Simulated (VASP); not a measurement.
# Mn (P6/mmm) in VASP: a series of runs

Runs on Mn. Level: LDA. Tasks: relaxation of cell and atoms, single point.

Program: VASP 6.6.1. These are calculated values, not measurements. Logs are shortened: lines on timing, memory, paths and dates and some standing lists are left out, and cuts for length are marked.

## Step 1: The cell of the first run

Symmetry: P6/mmm, No. 191, hexagonal system. Conventional cell: a = 3.787 Å, b = 3.787 Å, c = 2.385 Å, α = 90.00°, β = 90.00°, γ = 120.00°. Mn (site symmetry 6/mmm) has 14 Mn at 2.39 to 2.49 Å within 3.2 Å. Mn (site symmetry -6m2) has 11 Mn at 2.19 to 2.49 Å within 2.9 Å.

This isn't the form of Mn at room conditions, which is a 58-atom cubic cell.

## Step 2: Relaxation of cell and atoms, LDA, collinear spin, ferromagnetic start, target pressure 7.7 GPa, at which the enthalpy is minimised

INCAR

```
PREC = Accurate ; ENCUT = 600
EDIFF = 1E-6 ; ISMEAR = -1
SIGMA = 0.05 ; LREAL = False
LASPH = True ; NELM = 150
ALGO = Normal ; ISIF = 3
LWAVE = False ; LCHARG = False
ISPIN = 2 ; MAGMOM = 3 3 3
LORBIT = 11 ; LMAXMIX = 4
GGA = CA ; IBRION = 2
NSW = 32 ; EDIFFG = -0.005
PSTRESS = 77.0
```

KPOINTS

```
Automatic mesh
0
Gamma
  10 10 13
```

POSCAR

```
Mn
1.0
    3.7872644103      0.0000000000      0.0000000000
   -1.8936322052      3.2798671901      0.0000000000
    0.0000000000      0.0000000000      2.3853633009
Mn
3
Direct
    0.0000000000      0.0000000000      0.0000000000
    0.3333333333      0.6666666667      0.5000000000
    0.6666666667      0.3333333333      0.5000000000
```

Potentials or basis: VASP PAW LDA potentials, release 64 (Mn_pv).

The run is started by

```
cat potpaw_LDA.64/Mn_pv/POTCAR > POTCAR
mpirun -np 1 vasp_std > vasp.out
```

OUTCAR:

```text
PREC = Accurate
   ENCUT = 600
   EDIFF = 1E-6
   ISMEAR = -1
   LREAL = False
   LASPH = True
   NELM = 150
   ISIF = 3
   ISPIN = 2
   LORBIT = 11
   GGA = CA
   IBRION = 2
   NSW = 32
   EDIFFG = -0.005
   PSTRESS = 77.0

 ion  position               nearest neighbor table
   1  0.000  0.000  0.000-   2 2.49   3 2.49   2 2.49   3 2.49   2 2.49   2 2.49   3 2.49   3 2.49
                             3 2.49   3 2.49   2 2.49   2 2.49
   2  0.333  0.667  0.500-   3 2.19   3 2.19   3 2.19   1 2.49   1 2.49   1 2.49   1 2.49   1 2.49
                             1 2.49
   3  0.667  0.333  0.500-   2 2.19   2 2.19   2 2.19   1 2.49   1 2.49   1 2.49   1 2.49   1 2.49
                             1 2.49

  LATTYP: Found a hexagonal cell.
 ALAT       =     3.7872644103
 C/A-ratio  =     0.6298380685

  Lattice vectors:

 A1 = (   3.7872644103,   0.0000000000,   0.0000000000)
 A2 = (  -1.8936322052,   3.2798671901,   0.0000000000)
 A3 = (   0.0000000000,   0.0000000000,   2.3853633009)

Analysis of symmetry for initial positions (statically):
=====================================================================
 Subroutine PRICEL returns:
 Original cell was already a primitive cell.

 Routine SETGRP: Setting up the symmetry group for a
 hexagonal supercell.

 Subroutine GETGRP returns: Found 24 space group operations
 (whereof 24 operations were pure point group operations)
 out of a pool of 24 trial point group operations.

The static configuration has the point symmetry D_6h.

Analysis of symmetry for dynamics (positions and initial velocities):
=====================================================================
 Subroutine PRICEL returns:
 Original cell was already a primitive cell.

 Routine SETGRP: Setting up the symmetry group for a
 hexagonal supercell.

 Subroutine GETGRP returns: Found 24 space group operations
 (whereof 24 operations were pure point group operations)
 out of a pool of 24 trial point group operations.

The dynamic configuration has the point symmetry D_6h.

Analysis of structural, dynamic, and magnetic symmetry:
=====================================================================
 Subroutine PRICEL returns:
 Original cell was already a primitive cell.

 Routine SETGRP: Setting up the symmetry group for a
 hexagonal supercell.

 Subroutine GETGRP returns: Found 24 space group operations
 (whereof 24 operations were pure point group operations)
 out of a pool of 24 trial point group operations.

The overall configuration has the point symmetry D_6h.
[... 113 lines left out ...]
   NUPDOWN=      -1.0000    fix difference up-down
   EMIN   =  10.00;   EMAX   =-10.00  energy-range for DOS
   EFERMI =   0.00;   METHOD = LEGACY
   ISMEAR =    -1;   SIGMA  =   0.05  broadening in eV -4-tet -1-fermi 0-gaus
   EFERMI_NEDOS =   21; number of points for ismear=-14 and -15
   IALGO  =     38    algorithm
   IMIX   =      4    mixing-type and parameters
     AMIX     =   0.40;   BMIX     =  1.00
     AMIX_MAG =   1.60;   BMIX_MAG =  1.00
  volume/ion in A,a.u.               =       9.88        66.65
  Fermi-wavevector in a.u.,A,eV,Ry     =   1.794118  3.390391 43.795219  3.218858
  Thomas-Fermi vector in A             =   2.856139
   LORBIT       =     11    0 simple, 1 ext, 2 COOP (PROOUT), +10 PAW based schemes
   GGA     = CA    functional components
   LHFCALC =     F    Hartree Fock is set to
   AEXX    =    0.0000 exact exchange contribution
   IVDW    =     0    specifies the selected vdW correction
   LEPSILON=     F    determine dielectric tensor
   LRPA    =     F    only Hartree local field effects (RPA)
 conjugate gradient relaxation of ions
 spin polarized calculation
  energy-cutoff  :      600.00
  volume of cell :       29.63
 maximum number of plane-waves:      1009
   NGX = 15   NGY = 15   NGZ =  9

--------------------------------------- Ionic step        1  -------------------------------------------

 number of electron      38.9999995 magnetization       0.0012085

 number of electron      38.9999995 magnetization      -0.0005591

 Free energy of the ion-electron system (eV)
  ---------------------------------------------------
  ext. energy  EPLUGINS =         0.00000000
  ---------------------------------------------------
  free energy    TOTEN  =       -30.30932161 eV

  energy without entropy =      -30.28546982  energy(sigma->0) =      -30.29739571

------------------------ aborting loop because EDIFF is reached ----------------------------------------

  FORCE on cell =-STRESS in cart. coord.  units (eV):
  Direction    XX          YY          ZZ          XY          YZ          ZX
  --------------------------------------------------------------------------------------
  -------------------------------------------------------------------------------------
  Total        1.5646273      1.5646273      1.4922270     -0.0000000     -0.0000000      0.0000000
  in kB       84.6028619     84.6028619     80.6880200     -0.0000000     -0.0000000      0.0000000
  external PRESSURE =       6.2979146 kB  Pullay stress =      77.0000000 kB
[... 268 lines left out ...]
--------------------------------------- Ionic step        8  -------------------------------------------

 number of electron      38.9999997 magnetization       0.0000000

 Free energy of the ion-electron system (eV)
  ---------------------------------------------------
  ext. energy  EPLUGINS =         0.00000000
  ---------------------------------------------------
  free energy    TOTEN  =       -30.31172809 eV

  energy without entropy =      -30.28775260  energy(sigma->0) =      -30.29974034

 E-fermi :  11.4529     XC(G=0): -14.8680

 val. band max:       11.4436030390   @ k =   0.0000   0.0000   0.2308
 cond. band min:      11.4658487180   @ k =   0.3000   0.1000   0.0000
 fundamental gap:      0.0222456790
 Fermi energy:        11.4529071492

 spin component 1

 k-point     1 :       0.0000    0.0000    0.0000
  band No.  band energies     occupation
      1     -36.5226      1.00000
      2     -36.5226      1.00000
      3     -36.0922      1.00000
      4     -36.0922      1.00000
      5     -35.9063      1.00000
      6     -35.6513      1.00000
[... 733 lines left out ...]
     27      14.4670      0.00000
     28      22.9794      0.00000

 [... further k-points ...]

 spin component 2

 k-point     1 :       0.0000    0.0000    0.0000
  band No.  band energies     occupation
      1     -36.5226      1.00000
      2     -36.5226      1.00000
      3     -36.0922      1.00000
      4     -36.0922      1.00000
      5     -35.9063      1.00000
      6     -35.6513      1.00000
[... 769 lines left out ...]
  energy  without entropy=      -30.2877525986  energy(sigma->0) =      -30.29974034

  enthalpy is  TOTEN    =       -28.8854275612 eV   P V=        1.4263005283

 reached required accuracy - stopping structural energy minimisation

 total charge

# of ion       s       p       d       tot
------------------------------------------
    1        0.436   6.436   5.251  12.122
    2        0.467   6.458   5.318  12.243
    3        0.467   6.458   5.318  12.243
--------------------------------------------------
tot          1.369  19.351  15.887  36.608

 magnetization (x)

# of ion       s       p       d       tot
------------------------------------------
    1       -0.000  -0.000  -0.000  -0.000
    2        0.000   0.000  -0.000  -0.000
    3        0.000   0.000  -0.000  -0.000
--------------------------------------------------
tot          0.000   0.000  -0.000  -0.000
```

OSZICAR:

```text
N       E                     dE             d eps       ncg     rms          rms(c)
DAV:   1     0.461045952753E+03    0.46105E+03   -0.23734E+04 11384   0.216E+03
DAV:   2    -0.654202379091E+01   -0.46759E+03   -0.45196E+03 11068   0.557E+02
DAV:   3    -0.311094591971E+02   -0.24567E+02   -0.23888E+02 11280   0.147E+02
DAV:   4    -0.314513159530E+02   -0.34186E+00   -0.34160E+00 11816   0.181E+01
[... 57 lines left out ...]
   7 F= -.28885427E+02 E0= -.28873439E+02  d E =-.602854E-06  mag=    -0.0000
       N       E                     dE             d eps       ncg     rms          rms(c)
DAV:   1    -0.303117284222E+02   -0.27746E-04   -0.73106E-06 11120   0.307E-02    0.535E-03
DAV:   2    -0.303117280895E+02    0.33271E-06   -0.16423E-06  6392   0.150E-02
   8 F= -.28885428E+02 E0= -.28873440E+02  d E =-.770538E-06  mag=    -0.0000
```

CONTCAR:

```text
Mn
   1.00000000000000
     3.7899606715955629   -0.0000000000008866    0.0000000000000000
    -1.8949803358485851    3.2822022208754893    0.0000000000000000
     0.0000000000000000   -0.0000000000000000    2.3857825731464835
  Mn
     3
Direct
     0.0000000000000000    0.0000000000000000    0.0000000000000000
     0.3333333332999970    0.6666666667000030    0.5000000000000000
     0.6666666667000030    0.3333333332999970    0.5000000000000000

  0.00000000E+00  0.00000000E+00  0.00000000E+00
  0.00000000E+00  0.00000000E+00  0.00000000E+00
  0.00000000E+00  0.00000000E+00  0.00000000E+00
```

Run time: 9 min. Hardware: 1 thread of AMD EPYC 7R13, shared host; peak memory 0.21 GiB.

What came out:

| Quantity | Value |
| --- | --- |
| Free energy | -30.3117 eV |
| Relaxed volume | 9.89 Å³/atom |
| Relaxed cell | a = 3.790 Å, b = 3.790 Å, c = 2.386 Å, α = 90.00°, β = 90.00°, γ = 120.00° |
| Space group after relaxing (to 0.1 Å) | P6/mmm (No. 191) |
| Energy change on relaxing (the run minimises the enthalpy) | -0.8 meV/atom |
| Ionic steps | 8 |
| Pressure after relaxing | 7.7 GPa |
| Net moment | 0.00 μB per cell |
| Valence electrons inside the program's atomic spheres | Mn 12.12, 12.24 (each value once) |

The path:
```
step  energy change (eV)  largest force (eV/Å)  pressure (GPa)  volume (Å³)
   1              0.0000                0.0000            8.33        29.63
   2             -0.0077                0.0000            6.38        29.80
   3             -0.0028                0.0000            7.64        29.69
   4             -0.0027                0.0000            7.70        29.68
   5             -0.0027                0.0000            7.63        29.68
   6             -0.0019                0.0000            7.94        29.67
   7             -0.0024                0.0000            7.76        29.68
   8             -0.0024                0.0000            7.74        29.68
```

Final structure:
```xyz
3
Lattice="3.7900 0.0000 0.0000 -1.8950 3.2822 0.0000 0.0000 0.0000 2.3858" Properties=species:S:1:pos:R:3 pbc="T T T"
Mn    0.0000    0.0000    0.0000
Mn    0.0000    2.1881    1.1929
Mn    1.8950    1.0941    1.1929
```

Levels at points of the mesh, in eV from the Fermi level:
Spin up:
```csv
k point,band 17,band 18,band 19,band 20,band 21,band 22,band 23,band 24
"(0.00, 0.00, 0.00)",-1.23,-0.62,-0.62,-0.16,-0.16,-0.03,-0.03,2.20
"(0.50, 0.00, 0.00)",-1.22,-1.13,0.03,0.13,1.38,1.56,1.57,1.59
```
Spin down:
```csv
k point,band 16,band 17,band 18,band 19,band 20,band 21,band 22,band 23,band 24,band 25
"(0.00, 0.00, 0.00)",-1.85,-1.23,-0.62,-0.62,-0.16,-0.16,-0.03,-0.03,2.20,2.20
"(0.50, 0.00, 0.00)",-1.72,-1.22,-1.13,0.03,0.13,1.38,1.56,1.57,1.59,1.63
```

Caveat: the cell is relaxed towards a set pressure, so the run minimises the enthalpy, not the energy; the moments typed at the start vanished in this run.

## Step 3: Single point, LDA, collinear spin, ferromagnetic start

This run uses another cell than the first one: it holds 1 atom, not 3.

INCAR

```
SYSTEM = Mn
ALGO = Normal
EDIFF = 1E-6
ENCUT = 520
ISIF = 2
ISMEAR = -1
ISPIN = 2
LASPH = .True.
LCHARG = .False.
LMAXMIX = 4
LORBIT = 11
LREAL = .False.
LWAVE = .False.
MAGMOM = 3
NBANDS = 16
NELM = 150
PREC = Accurate
SIGMA = 0.05
```

KPOINTS

```
k-points
0
Gamma
  19 19 17
  0 0 0
```

POSCAR

```
Mn
1.0
    2.4089226073      0.0000000000      0.0000000000
   -1.2044613036      2.0861881736      0.0000000000
    0.0000000000      0.0000000000      2.0578417438
Mn
1
Direct
    0.0000000000      0.0000000000      0.0000000000
```

Potentials or basis: VASP PAW LDA potentials, release 64 (Mn_pv).

The run is started by

```
cat potpaw_LDA.64/Mn_pv/POTCAR > POTCAR
mpirun -np 1 vasp_std > vasp.out
```

Wall time 36 s (1 thread of Intel Xeon 6975P-C (Granite Rapids), shared host); peak memory 0.19 GiB.

The run converged. Its results:

```
Free energy                                           : -9.5615 eV
Pressure                                              : 9.0 GPa
Net moment                                            : 0.00 μB per cell
Valence electrons inside the program's atomic spheres : Mn 12.23
```

Stress tensor (GPa, compression positive):
```
 8.20  0.00  0.00
 0.00  8.20  0.00
 0.00  0.00 10.68
```

Levels at points of the mesh, in eV from the Fermi level:
Spin up:
```csv
k point,band 4,band 5,band 6,band 7,band 8,band 9
"(0.00, 0.00, 0.00)",-8.62,-4.56,-1.47,-1.47,2.16,2.16
```
Spin down:
| k point | band 2 | band 3 | band 4 | band 5 | band 6 | band 7 | band 8 | band 9 | band 10 | band 11 |
| --- | --- | --- | --- | --- | --- | --- | --- | --- | --- | --- |
| (0.00, 0.00, 0.00) | -47.39 | -47.00 | -8.62 | -4.56 | -1.47 | -1.47 | 2.16 | 2.16 | 20.12 | 25.71 |

Caveat: atoms lie so close that the PAW spheres overlap strongly, which falsifies energies and pressures; the cell stands under pressure; the moments typed at the start vanished in this run.

(Continued in part 2 of 2.)
